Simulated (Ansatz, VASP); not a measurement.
**AgRuS2 in VASP and in Ansatz**

```xyz
4
Lattice="3.9600 0.0000 0.0000 0.0000 3.9600 0.0000 0.0000 0.0000 5.6003" Properties=species:S:1:pos:R:3 pbc="T T T"
Ag    1.9800    1.9800    2.8001
Ru    0.0000    0.0000    0.0000
S     1.9800    0.0000    1.4001
S     0.0000    1.9800    4.2002
```

Alike in both runs: task single point; functional PBE; k mesh 4 × 4 × 4; occupations gaussian, width 0.1 eV; collinear spin.

```csv
,VASP,Ansatz
version,VASP 6.6.1,Ansatz 0.2.0
potentials or method,"VASP PAW PBE potentials, release 64 (Ag, Ru_pv, S), cutoff 520 eV","scalar-relativistic, plane waves, PAW"
valence electrons in the cell,37,47
```

VASP gave:

| Property | Result |
| --- | --- |
| gap on the k mesh at the Fermi level (eV) | none |
| pressure (GPa) | -6.4 |
| traceless stress, the component that is largest in VASP (GPa) | -0.30 |
| rms of the force components (eV/Å) | 0.948 |
| net moment per atom (μB) | 0.00 |

Estimate Ansatz's values.

gap on the k mesh at the Fermi level (eV): none; pressure (GPa): -6.3; traceless stress, the component that is largest in VASP (GPa): -0.30; rms of the force components (eV/Å): 0.948; net moment per atom (μB): 0.00.

Atom by atom the forces differ by 0.000 eV/Å (rms over components). A gap of «none» marks a metal or a gap that the smearing closes. VASP's potentials hold 37 valence electrons a cell and Ansatz's 47, so a difference there can come from the potentials and not from the codes. Ansatz's warnings: seeded moment not kept.

The k mesh is coarse, so the values compare programs but aren't converged.
